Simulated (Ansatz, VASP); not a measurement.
**CoSi2: VASP beside Ansatz**

```
Co Si
1.0
     2.67994   -2.67994    0.00000
     2.67994    0.00000   -2.67994
     5.64855    5.64855    5.64855
Co Si
3 6
Direct
  0.00000 0.00000 0.90937
  0.33333 0.33333 0.59307
  0.66667 0.66667 0.27678
  0.66667 0.66667 0.51400
  0.00000 0.00000 0.19770
  0.33333 0.33333 0.83030
  0.66667 0.66667 0.03955
  0.00000 0.00000 0.67215
  0.33333 0.33333 0.35585
```

Alike in both runs: task single point; functional PBE; k mesh 14 × 14 × 5; occupations gaussian, width 0.15 eV; no spin polarisation.

```csv
,VASP,Ansatz
version,VASP 6.6.1,Ansatz 0.2.0
potentials or method,"VASP PAW PBE potentials, release 64 (Co, Si), cutoff 520 eV","scalar-relativistic, plane waves, PAW"
valence electrons in the cell,51,75
```

Ansatz gave:

| Item | Value |
| --- | --- |
| gap on the k mesh at the Fermi level (eV) | none |
| pressure (GPa) | -5.2 |
| traceless stress, the component that is largest in VASP (GPa) | -1.39 |
| rms of the force components (eV/Å) | 0.441 |

**Question.** Estimate VASP's values.

**Answer.** gap on the k mesh at the Fermi level (eV): none; pressure (GPa): -5.3; traceless stress, the component that is largest in VASP (GPa): -1.38; rms of the force components (eV/Å): 0.438.

Atom by atom the forces differ by 0.005 eV/Å (rms over components). A gap of «none» marks a metal or a gap that the smearing closes. VASP's potentials hold 51 valence electrons a cell and Ansatz's 75, so a difference there can come from the potentials and not from the codes.
